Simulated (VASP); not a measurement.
# Ge4S in VASP: a series of runs

Ge4S is run at these levels: PBE; tasks: single point, relaxation of the atoms.

Everything below comes from runs of VASP 6.6.1. Logs are shortened: lines on timing, memory, paths and dates and some standing lists are left out, and cuts for length are marked.

### 1 The cell of the first run

The cell holds a slab with vacuum, 5 atoms: a = 4.074 Å, b = 4.074 Å, c = 19.856 Å, α = 90.00°, β = 90.00°, γ = 90.00°.

### 2 Single point, PBE

Input file INCAR:

```
SYSTEM = Ge4S
ALGO     = Normal         ! electronic algorithm
DIPOL    = 0.5 0.5 0.339
EDIFF    = 1E-6           ! SCF threshold, eV
ENCUT    = 520            ! plane-wave cutoff, eV
GGA      = PE             ! functional
IDIPOL   = 3            
ISIF     = 2              ! what is computed and relaxed
ISMEAR   = 0              ! smearing method
LASPH    = .TRUE.         ! aspherical terms in the spheres
LCHARG   = .FALSE.        ! write CHGCAR
LDIPOL   = .TRUE.       
LREAL    = .FALSE.        ! projectors in reciprocal space
LWAVE    = .FALSE.        ! write WAVECAR
NBANDS   = 39             ! bands
NELM     = 60             ! most SCF steps
PREC     = Accurate       ! precision mode
SIGMA    = 0.1            ! smearing width, eV
```

Input file KPOINTS:

```
k-points
0
G
  7 7 1
  0 0 0
```

Input file POSCAR:

```
Ge4S
1.0
    4.0740542171      0.0000000000      0.0000000000
    0.0000000000      4.0740542171      0.0000000000
    0.0000000000      0.0000000000     19.8557569412
Ge S
4 1
Direct
    0.0000000000      0.5000000000      0.2014529092
    0.0000000000      0.0000000000      0.2739958843
    0.5000000000      0.0000000000      0.3493666172
    0.5000000000      0.5000000000      0.4208228861
    0.8750000000      1.0000000000      0.4487441933
```

Potentials or basis: VASP PAW PBE potentials, release 64 (Ge_d, S).

The run is started by

```
cat potpaw_PBE.64/Ge_d/POTCAR potpaw_PBE.64/S/POTCAR > POTCAR
mpirun -np 1 vasp_std > vasp.out
```

OUTCAR:

```text
SYSTEM = Ge4S
   EDIFF = 1E-6
   ENCUT = 520
   GGA = PE
   ISIF = 2
   ISMEAR = 0
   LASPH = .TRUE.
   LREAL = .FALSE.
   NELM = 60
   PREC = Accurate

 ion  position               nearest neighbor table
   1  0.000  0.500  0.201-   2 2.49   2 2.49
   2  0.000  0.000  0.274-   1 2.49   1 2.49   3 2.53   3 2.53
   3  0.500  0.000  0.349-   4 2.48   4 2.48   5 2.50   2 2.53   2 2.53
   4  0.500  0.500  0.421-   3 2.48   3 2.48   5 2.61   5 2.61
   5  0.875  0.000  0.449-   3 2.50   4 2.61   4 2.61

  LATTYP: Found a simple tetragonal cell.
 ALAT       =     4.0740542171
 C/A-ratio  =     4.8737095490

  Lattice vectors:

 A1 = (   4.0740542171,   0.0000000000,   0.0000000000)
 A2 = (   0.0000000000,   4.0740542171,   0.0000000000)
 A3 = (   0.0000000000,   0.0000000000,  19.8557569412)

Analysis of symmetry for initial positions (statically):
=====================================================================
 Subroutine PRICEL returns:
 Original cell was already a primitive cell.

 Routine SETGRP: Setting up the symmetry group for a
 simple tetragonal supercell.

 Subroutine GETGRP returns: Found  2 space group operations
 (whereof  2 operations were pure point group operations)
 out of a pool of 16 trial point group operations.

The static configuration has the point symmetry C_1h.

Analysis of symmetry for dynamics (positions and initial velocities):
=====================================================================
 Subroutine PRICEL returns:
 Original cell was already a primitive cell.

 Routine SETGRP: Setting up the symmetry group for a
 simple tetragonal supercell.

 Subroutine GETGRP returns: Found  2 space group operations
 (whereof  2 operations were pure point group operations)
 out of a pool of 16 trial point group operations.

The dynamic configuration has the point symmetry C_1h.

 Subroutine INISYM returns: Found  2 space group operations
 (whereof  2 operations are pure point group operations),
 and found     1 'primitive' translations

----------------------------------------------------------------------------------------

                                     Primitive cell

  volume of cell :     329.5642

  direct lattice vectors                    reciprocal lattice vectors
     4.074054217  0.000000000  0.000000000     0.245455742  0.000000000  0.000000000
[... 89 lines left out ...]
   ISIF   =      2    stress and relaxation
   ISYM   =      2    0-nonsym 1-usesym 2-fastsym
   POTIM  = 0.5000    time-step for ionic-motion
   TEBEG  =    0.0;   TEEND  =   0.0 temperature during run
   PSTRESS=    0.0 pullay stress
   NELECT =      62.0000    total number of electrons
   NUPDOWN=      -1.0000    fix difference up-down
   EMIN   =  10.00;   EMAX   =-10.00  energy-range for DOS
   EFERMI =   0.00;   METHOD = LEGACY
   ISMEAR =     0;   SIGMA  =   0.10  broadening in eV -4-tet -1-fermi 0-gaus
   EFERMI_NEDOS =   21; number of points for ismear=-14 and -15
   IALGO  =     38    algorithm
   IMIX   =      4    mixing-type and parameters
     AMIX     =   0.40;   BMIX     =  1.00
     AMIX_MAG =   1.60;   BMIX_MAG =  1.00
  volume/ion in A,a.u.               =      65.91       444.80
  Fermi-wavevector in a.u.,A,eV,Ry     =   0.938049  1.772655 11.972247  0.879935
  Thomas-Fermi vector in A             =   2.065221
   LORBIT       =      0    0 simple, 1 ext, 2 COOP (PROOUT), +10 PAW based schemes
   GGA     = PE    functional components
   LHFCALC =     F    Hartree Fock is set to
   AEXX    =    0.0000 exact exchange contribution
   IVDW    =     0    specifies the selected vdW correction
   LEPSILON=     F    determine dielectric tensor
   LRPA    =     F    only Hartree local field effects (RPA)
 non-spin polarized calculation
 Gauss-broadening in eV      SIGMA  =   0.10
  energy-cutoff  :      520.00
  volume of cell :      329.56
 maximum number of plane-waves:      8917
   NGX = 15   NGY = 15   NGZ = 73

 dipolmoment           0.000000      0.000000     -0.085775 electrons x Angstroem

 number of electron      61.9999944 magnetization

 dipolmoment           0.000000      0.000000      0.069158 electrons x Angstroem

 Free energy of the ion-electron system (eV)
  ---------------------------------------------------
  ext. energy  EPLUGINS =         0.00000000
  ---------------------------------------------------
  free energy    TOTEN  =       -19.42875809 eV

  energy without entropy =      -19.41202843  energy(sigma->0) =      -19.42039326

 E-fermi :  -1.6947     XC(G=0):  -4.1178

 val. band max:       -1.7468865939   @ k =   0.4286   0.1429   0.0000
 cond. band min:      -1.6901270258   @ k =   0.4286   0.0000   0.0000
 fundamental gap:      0.0567595681
 Fermi energy:        -1.6947403780

 k-point     1 :       0.0000    0.0000    0.0000
  band No.  band energies     occupation
      1     -26.4451      2.00000
      2     -26.4265      2.00000
      3     -26.3931      2.00000
      4     -26.3754      2.00000
      5     -26.3542      2.00000
      6     -26.3151      2.00000
[... 661 lines left out ...]
     38       3.7450      0.00000
     39       4.6563      0.00000

------------------------ aborting loop because EDIFF is reached ----------------------------------------

 vacuum level on the upper side and lower side of the slab       (xc-potential included)         0.256        -0.394

  FORCE on cell =-STRESS in cart. coord.  units (eV):
  Direction    XX          YY          ZZ          XY          YZ          ZX
  --------------------------------------------------------------------------------------
  -------------------------------------------------------------------------------------
  Total       -1.0060847      0.6006249      2.3472567      0.0000000      0.0000000     -0.1094160
  in kB       -4.8910832      2.9199395     11.4111946      0.0000000      0.0000000     -0.5319261
  external PRESSURE =       3.1466836 kB  Pullay stress =       0.0000000 kB

 VOLUME and BASIS-vectors are now :
 -----------------------------------------------------------------------------
  energy-cutoff  :      520.00
  volume of cell :      329.56
      direct lattice vectors                 reciprocal lattice vectors
     4.074054217  0.000000000  0.000000000     0.245455742  0.000000000  0.000000000
     0.000000000  4.074054217  0.000000000     0.000000000  0.245455742  0.000000000
     0.000000000  0.000000000 19.855756941     0.000000000  0.000000000  0.050363227

 POSITION                                       TOTAL-FORCE (eV/Angst)
 -----------------------------------------------------------------------------------
      0.00000      2.03703      4.00000         0.035706      0.000000      0.233400
      0.00000      0.00000      5.44040        -0.403141      0.000000     -0.549863
      2.03703      0.00000      6.93694         0.783265      0.000000     -1.268649
      2.03703      2.03703      8.35576        -0.382735      0.000000      1.588084
      3.56480      0.00000      8.91016        -0.033094      0.000000     -0.002972
 -----------------------------------------------------------------------------------
    total drift:                               -0.000286      0.000000      0.003065

  FREE ENERGIE OF THE ION-ELECTRON SYSTEM (eV)
  ---------------------------------------------------
  free  energy   TOTEN  =       -19.4287580925 eV

  energy  without entropy=      -19.4120284255  energy(sigma->0) =      -19.42039326

 vacuum level on the upper side and lower side of the slab         3.599         2.846
```

Wall time 9.1 min (1 thread of Intel Xeon 8259CL, shared host); peak memory 0.46 GiB.

Results:

| Quantity | Value |
| --- | --- |
| Free energy | -19.4288 eV |
| Largest force | 1.634 eV/Å |
| Band gap on the k mesh | zero (bands 31 and 32 overlap by 0.93 eV) |

Forces in eV/Å, atoms in the order of the input:
```
Ge   0.036  0.000  0.233
Ge  -0.403  0.000 -0.550
Ge   0.783  0.000 -1.269
Ge  -0.383  0.000  1.588
S   -0.033  0.000 -0.003
```

### 3 Single point, PBE

INCAR, as its differences from that of step 2:

```diff
@@ -10,5 +10,8 @@
 LASPH    = .TRUE.         ! aspherical terms in the spheres
-LCHARG   = .FALSE.        ! write CHGCAR
+LCHARG   = .TRUE.         ! write CHGCAR
 LDIPOL   = .TRUE.       
+LELF     = .TRUE.         ! ELF
 LREAL    = .FALSE.        ! projectors in reciprocal space
+LVACPOTAV= .TRUE.       
+LVHAR    = .TRUE.       
 LWAVE    = .FALSE.        ! write WAVECAR
```

KPOINTS is that of step 2.

POSCAR, as its differences from that of step 2:

```diff
@@ -12,2 +12,2 @@
     0.5000000000      0.5000000000      0.4208228861
-    0.8750000000      1.0000000000      0.4487441933
+    1.0000000000      0.8750000000      0.4515642958
```

Potentials or basis: VASP PAW PBE potentials, release 64 (Ge_d, S).

The run is started by

```
cat potpaw_PBE.64/Ge_d/POTCAR potpaw_PBE.64/S/POTCAR > POTCAR
mpirun -np 1 vasp_std > vasp.out
```

OUTCAR:

```text
SYSTEM = Ge4S
   EDIFF = 1E-6
   ENCUT = 520
   GGA = PE
   ISIF = 2
   ISMEAR = 0
   LASPH = .TRUE.
   LREAL = .FALSE.
   NELM = 60
   PREC = Accurate

 ion  position               nearest neighbor table
   1  0.000  0.500  0.201-   2 2.49   2 2.49
   2  0.000  0.000  0.274-   1 2.49   1 2.49   3 2.53   3 2.53
   3  0.500  0.000  0.349-   4 2.48   4 2.48   2 2.53   2 2.53
   4  0.500  0.500  0.421-   3 2.48   3 2.48   5 2.62   5 2.62
   5  0.000  0.875  0.452-   4 2.62   4 2.62

  LATTYP: Found a simple tetragonal cell.
 ALAT       =     4.0740542171
 C/A-ratio  =     4.8737095490

  Lattice vectors:

 A1 = (   4.0740542171,   0.0000000000,   0.0000000000)
 A2 = (   0.0000000000,   4.0740542171,   0.0000000000)
 A3 = (   0.0000000000,   0.0000000000,  19.8557569412)

Analysis of symmetry for initial positions (statically):
=====================================================================
 Subroutine PRICEL returns:
 Original cell was already a primitive cell.

 Routine SETGRP: Setting up the symmetry group for a
 simple tetragonal supercell.

[... 168 lines left out ...]

 val. band max:       -1.8641269750   @ k =   0.4286   0.2857   0.0000
 cond. band min:      -1.7619254323   @ k =   0.2857   0.0000   0.0000
 fundamental gap:      0.1022015428
 Fermi energy:        -1.7897329745

 k-point     1 :       0.0000    0.0000    0.0000
  band No.  band energies     occupation
      1     -26.6419      2.00000
      2     -26.6302      2.00000
      3     -26.6116      2.00000
      4     -26.5989      2.00000
      5     -26.5794      2.00000
      6     -26.3695      2.00000
[... 661 lines left out ...]
     38       3.7362      0.00000
     39       4.8370      0.00000

------------------------ aborting loop because EDIFF is reached ----------------------------------------

  FORCE on cell =-STRESS in cart. coord.  units (eV):
  Direction    XX          YY          ZZ          XY          YZ          ZX
  --------------------------------------------------------------------------------------
  -------------------------------------------------------------------------------------
  Total       -2.4906155     -1.2399963      1.1952535      0.0000000     -1.3639305      0.0000000
  in kB      -12.1081336     -6.0282452      5.8107283      0.0000000     -6.6307520      0.0000000
  external PRESSURE =      -4.1085502 kB  Pullay stress =       0.0000000 kB

 VOLUME and BASIS-vectors are now :
 -----------------------------------------------------------------------------
  energy-cutoff  :      520.00
  volume of cell :      329.56
      direct lattice vectors                 reciprocal lattice vectors
     4.074054217  0.000000000  0.000000000     0.245455742  0.000000000  0.000000000
     0.000000000  4.074054217  0.000000000     0.000000000  0.245455742  0.000000000
     0.000000000  0.000000000 19.855756941     0.000000000  0.000000000  0.050363227

 POSITION                                       TOTAL-FORCE (eV/Angst)
 -----------------------------------------------------------------------------------
      0.00000      2.03703      4.00000         0.000000      0.078704      0.229816
      0.00000      0.00000      5.44040         0.000000      0.246611     -0.275501
      2.03703      0.00000      6.93694         0.000000     -0.354748     -1.009160
      2.03703      2.03703      8.35576         0.000000      1.348982      1.062735
      0.00000      3.56480      8.96615         0.000000     -1.319549     -0.007890
 -----------------------------------------------------------------------------------
    total drift:                                0.000000     -0.000025      0.003082

  FREE ENERGIE OF THE ION-ELECTRON SYSTEM (eV)
  ---------------------------------------------------
  free  energy   TOTEN  =       -19.8001123149 eV

  energy  without entropy=      -19.7904032242  energy(sigma->0) =      -19.79525777

 vacuum level on the upper side and lower side of the slab         3.693         2.836
```

OSZICAR:

```text
N       E                     dE             d eps       ncg     rms          rms(c)
DAV:   1     0.559920264341E+03    0.55992E+03   -0.31697E+04  1503   0.249E+03
DAV:   2     0.698036037898E+02   -0.49012E+03   -0.47556E+03  1437   0.648E+02
DAV:   3    -0.153468512347E+02   -0.85150E+02   -0.83385E+02  1761   0.188E+02
[... 16 lines left out ...]
DAV:  20    -0.198000919014E+02   -0.14027E-04   -0.53992E-07  1044   0.581E-03    0.904E-04
DAV:  21    -0.198001042013E+02   -0.12300E-04   -0.49650E-07  1037   0.844E-03    0.601E-04
DAV:  22    -0.198001079029E+02   -0.37016E-05   -0.12953E-07  1002   0.295E-03    0.525E-04
DAV:  23    -0.198001114634E+02   -0.35605E-05   -0.13493E-07   949   0.362E-03    0.253E-04
DAV:  24    -0.198001123149E+02   -0.85152E-06   -0.24859E-08   905   0.203E-03
   1 F= -.19800112E+02 E0= -.19795258E+02  d E =-.970909E-02
```

stdout:

```text
POSCAR found type information on POSCAR GeS
 POSCAR found :  2 types and       5 ions
 scaLAPACK will be used
 LDA part: xc-table for (Slater+PW92), standard interpolation
 POSCAR, INCAR and KPOINTS ok, starting setup
 FFT: planning ... GRIDC
 FFT: planning ... GRID_SOFT
 FFT: planning ... GRID
 WAVECAR not read
 entering main loop
 -----------------------------------------------------------------------------
|                                                                             |
|           W    W    AA    RRRRR   N    N  II  N    N   GGGG   !!!           |
|           W    W   A  A   R    R  NN   N  II  NN   N  G    G  !!!           |
|           W    W  A    A  R    R  N N  N  II  N N  N  G       !!!           |
|           W WW W  AAAAAA  RRRRR   N  N N  II  N  N N  G  GGG   !            |
|           WW  WW  A    A  R   R   N   NN  II  N   NN  G    G                |
|           W    W  A    A  R    R  N    N  II  N    N   GGGG   !!!           |
|                                                                             |
|     Did not find any points to average over, which means that no vacuum     |
|     field-free region was found. Please increase the size of  your cell     |
|     in the dimension of the dipole correction to obtain accurate            |
|     workfunction values.                                                    |
|                                                                             |
 -----------------------------------------------------------------------------
```

Run time: 9.3 min. Hardware: 1 thread of Intel Xeon 8259CL, shared host; peak memory 0.46 GiB.

What came out:

```
Free energy            : -19.8001 eV
Largest force          : 1.717 eV/Å
Band gap on the k mesh : zero (bands 31 and 32 overlap by 0.61 eV)
```

Forces in eV/Å, atoms in the order of the input:
```
Ge   0.000  0.079  0.230
Ge   0.000  0.247 -0.276
Ge   0.000 -0.355 -1.009
Ge   0.000  1.349  1.063
S    0.000 -1.320 -0.008
```

(Part 1 of 2 ends here.)
